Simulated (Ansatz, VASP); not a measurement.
PbSe: VASP beside Ansatz

The input INCAR:

```
PREC     = Accurate       # precision mode
ENCUT    = 520            # plane-wave cutoff, eV
EDIFF    = 1E-6           # SCF threshold, eV
ISMEAR   = 0              # smearing method
SIGMA    = 0.01           # smearing width, eV
LREAL    = False          # projectors in reciprocal space
LASPH    = True           # aspherical terms in the spheres
NELM     = 80             # most SCF steps
ALGO     = Normal         # electronic algorithm
ISIF     = 2              # what is computed and relaxed
LWAVE    = False          # write WAVECAR
LCHARG   = False          # write CHGCAR
GGA      = PE             # functional
NBANDS   = 17             # bands
```

KPOINTS

```
Automatic mesh
0
Gamma
  6 6 6
```

File POSCAR:

```
PbSe
1.0
    0.0000000000      3.0606500000      3.0606500000
    3.0606500000      0.0000000000      3.0606500000
    3.0606500000      3.0606500000      0.0000000000
Pb Se
1 1
Direct
    0.0000000000      0.0000000000      0.0000000000
    0.5000000000      0.5000000000      0.5000000000
```

Input for Ansatz:

```yaml
crystal:
  lattice:
    - [0.0, 3.06065, 3.06065]
    - [3.06065, 0.0, 3.06065]
    - [3.06065, 3.06065, 0.0]
  atoms:
    - { symbol: Pb, position: [0.0, 0.0, 0.0] }
    - { symbol: Se, position: [0.5, 0.5, 0.5] }
basis:
  ecutwfc: 470.0
kpoints:
  mp_grid:
    grid: [6, 6, 6]
hamiltonian:
  xc: pbe
scf:
  convergence:
    dr2_threshold: 1.0e-10
  occupations:
    method: fixed
output:
  optics:
    de: 0.05
    sigma: 0.3
    nscf_kmesh:
      grid: [6, 6, 6]
```

Alike in both runs: task single point; functional PBE; k mesh 6 × 6 × 6; no spin polarisation.

|  | VASP | Ansatz |
| --- | --- | --- |
| version | VASP 6.6.1 | Ansatz 0.2.0 |
| potentials or method | VASP PAW PBE potentials, release 64 (Pb_d, Se), cutoff 520 eV | plane waves, PAW |
| occupations | gaussian, width 0.01 eV | fixed |
| valence electrons in the cell | 20 | 30 |

|  | VASP | Ansatz | Ansatz less VASP |
| --- | --- | --- | --- |
| gap on the k mesh at the Fermi level (eV) | 0.29 | 0.29 | -0.005 |

VASP's potentials hold 20 valence electrons a cell and Ansatz's 30, so a difference there can come from the potentials and not from the codes. Ansatz's warnings: settled levels scf threshold loose.

Neither program's run includes spin-orbit coupling.
